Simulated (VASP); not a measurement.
A run of VASP 6.6.1:

File INCAR:

```
PREC = Accurate
ENCUT = 500
EDIFF = 1E-6
ISMEAR = 0
SIGMA = 0.1
LREAL = F
LASPH = T
NELM = 120
ALGO = Normal
ISIF = 2
LWAVE = F
LCHARG = F
GGA = PS
NBANDS = 12
GGA_COMPAT = F
```

Contents of KPOINTS:

```
Automatic mesh
0
Gamma
  8 8 8
```

The input POSCAR:

```
Zn
1.0
    0.0000000000      1.9788548307      1.9788548307
    1.9788548307      0.0000000000      1.9788548307
    1.9788548307      1.9788548307      0.0000000000
Zn
1
Direct
    0.0000000000      0.0000000000      0.0000000000
```

Potentials or basis: VASP PAW PBE potentials, release 64 (Zn).

Command:

```bash
$ cat potpaw_PBE.64/Zn/POTCAR > POTCAR
$ mpirun -np 1 vasp_std > vasp.out
```

Hardware: 1 thread of Intel(R) Xeon(R) Platinum 8559C (Emerald Rapids), with other jobs on the host.

Question: How long does it take, and how much memory?

Answer: Wall time 2.6 s on 1 thread of Intel(R) Xeon(R) Platinum 8559C (Emerald Rapids) (shared host), peak memory 0.12 GiB. Counts: scf iterations 10, k points 29.
